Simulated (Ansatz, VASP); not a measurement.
## One calculation of Ta4O, two programs

```xyz
5
Lattice="3.2320 -0.0152 0.0289 -0.0152 3.2608 -0.0240 0.0656 -0.0545 7.3831" Properties=species:S:1:pos:R:3 pbc="T T T"
Ta    0.2126    0.0295    3.6626
Ta    1.6923    1.5293    5.7842
Ta    1.6097    1.6448    1.6614
Ta    0.0871    0.0392   -0.0730
O     1.5980    1.4360    3.8045
```

Change from the starting cell: kmesh displaced: [2, 2, 1] Gamma-centred.

Alike in both runs: task single point; functional PBEsol; k mesh 2 × 2 × 1; occupations gaussian, width 0.1 eV; no spin polarisation.

|  | VASP | Ansatz |
| --- | --- | --- |
| version | VASP 6.6.1 | Ansatz 0.2.0 |
| potentials or method | VASP PAW PBE potentials, release 64 (Ta_pv, O), cutoff 520 eV | scalar-relativistic, plane waves, PAW |
| valence electrons in the cell | 50 | 58 |

```tsv
	VASP	Ansatz	Ansatz less VASP
gap on the k mesh at the Fermi level (eV)	0.20	0.21	+0.006
least direct gap on the mesh (eV)	0.20	0.21	+0.006
pressure (GPa)	3.0	2.5	-0.49
traceless stress, the component that is largest in VASP (GPa)	16.01	15.87	-0.145
rms of the force components (eV/Å)	1.575	1.546	-0.0291
```

VASP's potentials were made for PBE, not for PBEsol. Atom by atom the forces differ by 0.037 eV/Å (rms over components). VASP's potentials hold 50 valence electrons a cell and Ansatz's 58, so a difference there can come from the potentials and not from the codes.

The k mesh is coarse, so the values compare programs but aren't converged. Spin-orbit coupling is off throughout.
